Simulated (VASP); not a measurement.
Cu: single point with PBE

Crystal: Cu.

```
Cu
1.0
     1.21846   -3.97638    0.00000
     1.21846    3.97638    0.00000
     0.00000    0.00000    2.47550
Cu
2
Direct
  0.86613 0.13387 0.75000
  0.13387 0.86613 0.25000
```

- Program: VASP 6.6.1
- Task: single point
- Functional: PBE
- Potentials or basis: VASP PAW PBE potentials, release 64 (Cu)
- Cutoff: 520 eV
- k mesh: 11 × 11 × 11
- Occupations: fermi-dirac, width 0.05 eV
- Spin: no spin polarisation
- Dipole correction: no
- k mesh for the DOS: 17 × 17 × 17
- Occupations for the DOS: tetrahedron
- Further INCAR settings: ALGO = Normal; EDIFF = 1e-06

| Property | Result |
| --- | --- |
| Valence electrons inside the program's atomic spheres | Cu 10.03 |

Levels at points of the mesh, in eV from the Fermi level:
```tsv
k point	band 7	band 8	band 9	band 10	band 11	band 12	band 13	band 14	band 15
(0.00, 0.00, 0.00)	-2.33	-2.02	-1.83	-1.69	-1.44	-0.04	4.81	14.77	18.42
```

It took 100 s on 1 thread of Intel(R) Xeon(R) Platinum 8488C (Sapphire Rapids), with other jobs on the host, peak memory 0.34 GiB.
